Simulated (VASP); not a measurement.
The system is C.

```xyz
1
Lattice="-1.2309 1.2309 1.8727 1.2309 -1.2309 1.8727 1.2309 1.2309 -1.8727" Properties=species:S:1:pos:R:3 pbc="T T T"
C     0.0000    0.0000    0.0000
```

* Program: VASP 6.6.1
* Task: relaxation of cell and atoms
* Functional: r2SCAN
* Potentials or basis: VASP PAW PBE potentials, release 64 (C)
* Cutoff: 600 eV
* k mesh: 10 × 10 × 10
* Occupations: gaussian, width 0.1 eV
* Spin: no spin polarisation

At the start: pressure -30.3 GPa; volume 11.35 Å³/atom.

Task: How do energy, volume and symmetry change on relaxing?

Result: Over 31 steps the energy falls by 2542.3 meV/atom and the volume is 7.42 Å³/atom (-34.6 %); space group I4/mmm (No. 139, to 0.05 Å).

The path:
```
step  energy change (eV)  largest force (eV/Å)  pressure (GPa)  volume (Å³)
   1              0.0000                0.0000          -30.30        11.35
   2             -0.5119                0.0000          -15.49         8.18
   3             -0.5656                0.0000           -1.42         7.30
   4             -0.5666                0.0000            1.35         7.17
   5             -0.6518                0.0000           -0.18         6.96
   6             -1.5248                0.0000           -8.75         6.21
   7             -0.0132                0.0000          405.23         4.31
   8             -1.8154                0.0000           17.81         5.81
   9             -1.8767                0.0000           51.99         5.50
  10             -1.6908                0.0000          160.25         4.92
  11             -1.8891                0.0000           80.87         5.29
  12             -1.8375                0.0000          115.31         5.11
  13             -1.8578                0.0000          104.46         5.15
  14             -1.8653                0.0000          107.47         5.15
  15             -1.8821                0.0000          115.81         5.14
  16             -1.8618                0.0000          135.45         5.12
  17             -1.8856                0.0000          121.14         5.14
  18             -1.9052                0.0000          118.43         5.16
  19             -1.9609                0.0000          110.86         5.24
  20             -2.0598                0.0000           96.78         5.39
  21             -2.2199                0.0000           73.15         5.71
  22             -2.4310                0.0000           36.89         6.36
  23             -2.5339                0.0000           -8.96         7.76
  24             -2.5422                0.0000           -1.11         7.44
  25             -2.5421                0.0000            0.23         7.39
  26             -2.5421                0.0000            0.36         7.39
  27             -2.5422                0.0000            0.76         7.39
  28             -2.5422                0.0000            1.65         7.39
  29             -2.5422                0.0000            1.02         7.39
  30             -2.5422                0.0000            0.85         7.40
  31             -2.5423                0.0000            0.29         7.42
```

Final structure:
```
C
1.0
    -0.80455    0.80455    2.86532
     0.80455   -0.80455    2.86532
     0.80455    0.80455   -2.86532
C
1
Direct
  0.00000 0.00000 0.00000
```

Caveat: the k points lie up to 0.55 Å⁻¹ apart in the final cell; the volume moved by over 15 % at a fixed basis, so the end points are rough; the PAW data sets were made with another functional, which shifts forces and pressure a little.
